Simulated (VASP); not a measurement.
# Hg (Fm-3m) in VASP: relaxation of cell and atoms with PBE

Aim: the relaxation of cell and atoms of Hg with PBE.

Program: VASP 6.6.1. These are calculated values, not measurements. Logs are shortened: lines on timing, memory, paths and dates and some standing lists are left out, and cuts for length are marked.

**1. The cell of the first run**

Symmetry: Fm-3m, No. 225, cubic system. Conventional cell: a = 5.109 Å, b = 5.109 Å, c = 5.109 Å, α = 90.00°, β = 90.00°, γ = 90.00°. Hg (site symmetry m-3m) has 12 Hg at 3.61 Å within 4.7 Å.

**2. Relaxation of cell and atoms, PBE**

File INCAR:

```
SYSTEM = Hg
  PREC = Accurate
  ENCUT = 500
  EDIFF = 1E-7
  ISMEAR = 0
  SIGMA = 0.02
  LREAL = .FALSE.
  LASPH = .TRUE.
  NELM = 120
  ALGO = Normal
  ISIF = 3
  LWAVE = .FALSE.
  LCHARG = .FALSE.
  GGA = PE
  IBRION = 2
  NSW = 100
  EDIFFG = -0.01
  GGA_COMPAT = .FALSE.
  NELMIN = 4
```

File KPOINTS:

```
Automatic mesh
0
G
  12 12 12
  0 0 0
```

File POSCAR:

```
Hg
1.0
    0.0000000000      2.5545041317      2.5545041317
    2.5545041317      0.0000000000      2.5545041317
    2.5545041317      2.5545041317      0.0000000000
Hg
1
Direct
    0.0000000000      0.0000000000      0.0000000000
```

Potentials or basis: VASP PAW PBE potentials, release 64 (Hg_sv_GW).

On the command line:

```
$ cat potpaw_PBE.64/Hg_sv_GW/POTCAR > POTCAR
$ mpirun -np 1 vasp_std > vasp.out
```

OUTCAR:

```text
SYSTEM = Hg
   PREC = Accurate
   ENCUT = 500
   EDIFF = 1E-7
   ISMEAR = 0
   LREAL = .FALSE.
   LASPH = .TRUE.
   NELM = 120
   ISIF = 3
   GGA = PE
   IBRION = 2
   NSW = 100
   EDIFFG = -0.01
   NELMIN = 4

 ion  position               nearest neighbor table
   1  0.000  0.000  0.000-

  LATTYP: Found a face centered cubic cell.
 ALAT       =     5.1090082634

  Lattice vectors:

 A1 = (   0.0000000000,   2.5545041317,   2.5545041317)
 A2 = (   2.5545041317,   0.0000000000,   2.5545041317)
 A3 = (   2.5545041317,   2.5545041317,   0.0000000000)

Analysis of symmetry for initial positions (statically):
=====================================================================
 Subroutine PRICEL returns:
 Original cell was already a primitive cell.

 Routine SETGRP: Setting up the symmetry group for a
 face centered cubic supercell.

 Subroutine GETGRP returns: Found 48 space group operations
 (whereof 48 operations were pure point group operations)
 out of a pool of 48 trial point group operations.

The static configuration has the point symmetry O_h .

Analysis of symmetry for dynamics (positions and initial velocities):
=====================================================================
 Subroutine PRICEL returns:
 Original cell was already a primitive cell.

 Routine SETGRP: Setting up the symmetry group for a
 face centered cubic supercell.

 Subroutine GETGRP returns: Found 48 space group operations
 (whereof 48 operations were pure point group operations)
 out of a pool of 48 trial point group operations.

The dynamic configuration has the point symmetry O_h .

 Subroutine INISYM returns: Found 48 space group operations
 (whereof 48 operations are pure point group operations),
 and found     1 'primitive' translations

----------------------------------------------------------------------------------------

                                     Primitive cell

  volume of cell :      33.3388

  direct lattice vectors                    reciprocal lattice vectors
     0.000000000  2.554504132  2.554504132    -0.195732704  0.195732704  0.195732704
     2.554504132  0.000000000  2.554504132     0.195732704 -0.195732704  0.195732704
     2.554504132  2.554504132  0.000000000     0.195732704  0.195732704 -0.195732704

  length of vectors
     3.612614388  3.612614388  3.612614388     0.339018987  0.339018987  0.339018987

  position of ions in fractional coordinates (direct lattice)
     0.000000000  0.000000000  0.000000000

  ion indices of the primitive-cell ions
[... 89 lines left out ...]
   ISMEAR =     0;   SIGMA  =   0.02  broadening in eV -4-tet -1-fermi 0-gaus
   EFERMI_NEDOS =   21; number of points for ismear=-14 and -15
   IALGO  =     38    algorithm
   IMIX   =      4    mixing-type and parameters
     AMIX     =   0.40;   BMIX     =  1.00
     AMIX_MAG =   1.60;   BMIX_MAG =  1.00
  volume/ion in A,a.u.               =      33.34       224.98
  Fermi-wavevector in a.u.,A,eV,Ry     =   1.380707  2.609158 25.937495  1.906352
  Thomas-Fermi vector in A             =   2.505559
   LORBIT       =      0    0 simple, 1 ext, 2 COOP (PROOUT), +10 PAW based schemes
   GGA     = PE    functional components
   LHFCALC =     F    Hartree Fock is set to
   AEXX    =    0.0000 exact exchange contribution
   IVDW    =     0    specifies the selected vdW correction
   LEPSILON=     F    determine dielectric tensor
   LRPA    =     F    only Hartree local field effects (RPA)
 conjugate gradient relaxation of ions
 non-spin polarized calculation
 Gauss-broadening in eV      SIGMA  =   0.02
  energy-cutoff  :      500.00
  volume of cell :       33.34
 maximum number of plane-waves:       881
   NGX = 13   NGY = 13   NGZ = 13

--------------------------------------- Ionic step        1  -------------------------------------------

 number of electron      20.0000005 magnetization

 Free energy of the ion-electron system (eV)
  ---------------------------------------------------
  ext. energy  EPLUGINS =         0.00000000
  ---------------------------------------------------
  free energy    TOTEN  =        -0.18003334 eV

  energy without entropy =       -0.18003334  energy(sigma->0) =       -0.18003334

------------------------ aborting loop because EDIFF is reached ----------------------------------------

  FORCE on cell =-STRESS in cart. coord.  units (eV):
  Direction    XX          YY          ZZ          XY          YZ          ZX
  --------------------------------------------------------------------------------------
  -------------------------------------------------------------------------------------
  Total       -0.2356505     -0.2356505     -0.2356505     -0.0000000     -0.0000000     -0.0000000
  in kB      -11.3247649    -11.3247649    -11.3247649     -0.0000000     -0.0000000     -0.0000000
  external PRESSURE =     -11.3247649 kB  Pullay stress =       0.0000000 kB
[... 92 lines left out ...]
--------------------------------------- Ionic step        4  -------------------------------------------

 number of electron      20.0000005 magnetization

 E-fermi :   3.8624     XC(G=0): -10.2358

 val. band max:        3.8578260580   @ k =  -0.2500   0.5000   0.2500
 cond. band min:       3.8730945303   @ k =  -0.3333   0.5000   0.1667
 fundamental gap:      0.0152684724
 Fermi energy:         3.8624461936

 k-point     1 :       0.0000    0.0000    0.0000
  band No.  band energies     occupation
      1    -110.3463      2.00000
      2     -58.6805      2.00000
      3     -58.6805      2.00000
      4     -58.6805      2.00000
      5      -3.5163      2.00000
      6      -2.3421      2.00000
      7      -2.3421      2.00000
      8      -2.3421      2.00000
      9      -1.9115      2.00000
     10      -1.9115      2.00000
     11      16.8280      0.00000
     12      17.1288      0.00000
     13      17.1288      0.00000
     14      17.1288      0.00000
[... 460 lines left out ...]
--------------------------------------- Ionic step        6  -------------------------------------------

 number of electron      19.9999993 magnetization

 Free energy of the ion-electron system (eV)
  ---------------------------------------------------
  ext. energy  EPLUGINS =         0.00000000
  ---------------------------------------------------
  free energy    TOTEN  =        -0.19086918 eV

  energy without entropy =       -0.19078023  energy(sigma->0) =       -0.19082470

 E-fermi :   3.1313     XC(G=0):  -9.8523

 val. band max:        3.1271492407   @ k =   0.5000   0.5000   0.0000
 cond. band min:       3.3899569291   @ k =   0.5000   0.0833   0.0000
 fundamental gap:      0.2628076884
 Fermi energy:         3.1312559804

 k-point     1 :       0.0000    0.0000    0.0000
  band No.  band energies     occupation
      1    -110.7925      2.00000
      2     -59.1309      2.00000
      3     -59.1309      2.00000
      4     -59.1309      2.00000
      5      -3.6523      2.00000
      6      -2.7602      2.00000
      7      -2.7602      2.00000
      8      -2.7602      2.00000
      9      -2.3881      2.00000
     10      -2.3881      2.00000
     11      15.9951      0.00000
     12      15.9951      0.00000
     13      15.9951      0.00000
     14      16.1387      0.00000
[... 419 lines left out ...]
  FREE ENERGIE OF THE ION-ELECTRON SYSTEM (eV)
  ---------------------------------------------------
  free  energy   TOTEN  =        -0.1908691780 eV

  energy  without entropy=       -0.1907802253  energy(sigma->0) =       -0.19082470

 reached required accuracy - stopping structural energy minimisation
```

OSZICAR:

```text
N       E                     dE             d eps       ncg     rms          rms(c)
DAV:   1     0.289877537952E+03    0.28988E+03   -0.12107E+04  2078   0.177E+03
DAV:   2     0.288121194299E+02   -0.26107E+03   -0.24190E+03  2082   0.681E+02
DAV:   3     0.614550223793E+00   -0.28198E+02   -0.27556E+02  2948   0.185E+02
[... 65 lines left out ...]
DAV:   5    -0.190841459399E+00   -0.20545E-03   -0.66707E-04  2832   0.574E-01    0.701E-02
DAV:   6    -0.190869107130E+00   -0.27648E-04   -0.31014E-05  2694   0.122E-01    0.260E-02
DAV:   7    -0.190868191993E+00    0.91514E-06   -0.11366E-05  2978   0.414E-02    0.178E-03
DAV:   8    -0.190868774543E+00   -0.58255E-06   -0.15654E-07  1854   0.776E-03    0.119E-03
DAV:   9    -0.190869105883E+00   -0.33134E-06   -0.40066E-08  1032   0.346E-03    0.438E-04
DAV:  10    -0.190869177958E+00   -0.72075E-07   -0.13606E-08  1008   0.184E-03
   6 F= -.19086918E+00 E0= -.19082470E+00  d E =-.108358E-01
```

It took 2.9 min on 1 thread of Intel Xeon Platinum 8375C at 2.90GHz (Ice Lake), shared host; peak memory 0.2 GiB.

What came out:

```
Free energy                           : -0.1909 eV
Relaxed volume                        : 30.35 Å³/atom
Relaxed cell                          : a = 3.501 Å, b = 3.501 Å, c = 3.501 Å, α = 60.00°, β = 60.00°, γ = 60.00°
Space group after relaxing (to 0.1 Å) : Fm-3m (No. 225)
Energy gained by relaxing             : 10.8 meV/atom
Ionic steps                           : 6
Pressure after relaxing               : 0.0 GPa
Band gap on the k mesh                : zero (bands 10 and 11 overlap by 0.16 eV)
```

The path:
| step | energy change (eV) | largest force (eV/Å) | pressure (GPa) | volume (Å³) |
| --- | --- | --- | --- | --- |
| 1 | 0.0000 | 0.0000 | -1.13 | 33.34 |
| 2 | -0.0065 | 0.0000 | -0.71 | 32.21 |
| 3 | -0.0103 | 0.0000 | -0.28 | 30.90 |
| 4 | -0.0062 | 0.0000 | 0.35 | 28.39 |
| 5 | -0.0102 | 0.0000 | 0.34 | 29.71 |
| 6 | -0.0108 | 0.0000 | -0.01 | 30.35 |

Final structure:
```
CELL_PARAMETERS angstrom
0.00000 2.47575 2.47575
2.47575 0.00000 2.47575
2.47575 2.47575 0.00000
ATOMIC_POSITIONS crystal
Hg 0.00000 0.00000 0.00000
```

Levels at points of the mesh, in eV from the Fermi level:
```csv
k point,band 8,band 9,band 10,band 11,band 12,band 13
"(0.00, 0.00, 0.00)",-5.89,-5.52,-5.52,12.86,12.86,12.86
"(0.50, 0.00, 0.00)",-5.20,-5.20,-1.59,-0.17,10.87,10.87
"(0.50, 0.50, 0.00)",-5.11,-5.11,0.00,0.93,6.69,6.69
```

Caveat: spin-orbit coupling is left out, which moves the levels of the heavy elements.
